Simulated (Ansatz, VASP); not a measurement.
## Two plane-wave programs on BAs

File POSCAR:

```
BAs
1.0
    0.0000000000      2.3918698983      2.3918698983
    2.3918698983      0.0000000000      2.3918698983
    2.3918698983      2.3918698983      0.0000000000
B As
1 1
Direct
    0.0000000000      0.0000000000      0.0000000000
    0.2500000000      0.2500000000      0.2500000000
```

The input INCAR.step1:

```
PREC = Accurate
ENCUT = 520
EDIFF = 1E-5
ISMEAR = 0
SIGMA = 0.01
LREAL = False
LASPH = True
NELM = 100
ALGO = Normal
ISIF = 2
LWAVE = True
LCHARG = False
NBANDS = 11
GGA = PE
```

The input INCAR.step2:

```
PREC = Accurate
ENCUT = 520
EDIFF = 1E-7
ISMEAR = 0
SIGMA = 0.01
LREAL = False
LASPH = True
NELM = 100
ALGO = Normal
ISIF = 2
LWAVE = False
LCHARG = False
METAGGA = R2SCAN
LHFCALC = True
AEXX = 0.1
LMIXTAU = True
PRECFOCK = Normal
NBANDS = 11
ISTART = 1
```

Contents of KPOINTS:

```
regular mesh
0
Gamma
  6 6 6
```

Input for Ansatz:

```yaml
crystal:
  lattice:
    - [0.0, 2.3918698983, 2.3918698983]
    - [2.3918698983, 0.0, 2.3918698983]
    - [2.3918698983, 2.3918698983, 0.0]
  atoms:
    - { symbol: B, position: [0.0, 0.0, 0.0] }
    - { symbol: As, position: [0.25, 0.25, 0.25] }
kpoints:
  mp_grid: { grid: [6, 6, 6] }
  band_path:
    path:
      - [0.0, 0.0, 0.0]
      - [-0.5, -0.5, 0.0]
      - [-0.375, -0.375, 0.25]
      - [-0.375, 0.0, 0.375]
      - [0.0, 0.0, 0.5]
      - [-0.5, -0.25, 0.25]
      - [0.0, 0.4, 0.4]
    npoints: 1
hamiltonian:
  xc: r2scanh
scf:
  occupations: { method: fixed }
  n_extra_bands: 4
output:
  forces: true
  stress: true
  eigenvalues: true
```

Alike in both runs: task single point; functional r2SCANh; k mesh 6 × 6 × 6; no spin polarisation.

|  | VASP | Ansatz |
| --- | --- | --- |
| version | VASP 6.6.1 | Ansatz 0.2.0 |
| potentials or method | VASP PAW PBE potentials, release 64 (B, As) | plane waves, PAW |
| plane-wave cutoff (eV) | 520 | 500 |
| occupations | gaussian, width 0.01 eV | fixed |
| valence electrons in the cell | 8 | 18 |

|  | VASP | Ansatz | Ansatz less VASP |
| --- | --- | --- | --- |
| gap on the k mesh at the Fermi level (eV) | 1.97 | 1.95 | -0.015 |
| pressure (GPa) | -0.9 | -0.9 | 0.00 |

VASP's potentials were made for PBE, not for r2SCANh. VASP's potentials hold 8 valence electrons a cell and Ansatz's 18, so a difference there can come from the potentials and not from the codes. Ansatz's warnings: stress exchange threshold loose, stress scf threshold loose.
